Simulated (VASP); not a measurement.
## Y: single point with r2SCAN

The system is Y.

```
Y
1.0
     0.00000    2.58748    2.58748
     2.58748    0.00000    2.58748
     2.58748    2.58748    0.00000
Y
1
Direct
  0.00000 0.00000 0.00000
```

This cell differs from its parent crystal: volume scaled by 1.04.

```json
{
  "Program": "VASP 6.6.1",
  "Task": "single point",
  "Functional": "r2SCAN",
  "Potentials or basis": "VASP PAW PBE potentials, release 64 (Y_sv)",
  "Cutoff": "520 eV",
  "k mesh": "12 × 12 × 12",
  "Occupations": "fermi-dirac, width 0.1 eV",
  "Spin": "no spin polarisation"
}
```

```json
{
  "Pressure": "-1.2 GPa"
}
```

Levels at points of the mesh, in eV from the Fermi level:
```tsv
k point	band 2	band 3	band 4	band 5	band 6	band 7	band 8	band 9
(0.00, 0.00, 0.00)	-23.42	-23.42	-23.42	-4.91	1.98	1.98	1.98	3.96
(0.50, 0.00, 0.00)	-23.90	-23.48	-23.48	-1.93	0.27	1.81	1.81	5.31
(0.50, 0.50, 0.00)	-23.87	-23.59	-23.59	-1.66	-0.73	1.76	5.34	5.68
```

It took 86 s on 1 thread of Intel(R) Xeon(R) Platinum 8375C CPU @ 2.90GHz (Ice Lake), on a shared host, peak memory 0.2 GiB.

Caveat: the PAW data sets were made with another functional, which shifts forces and pressure a little.
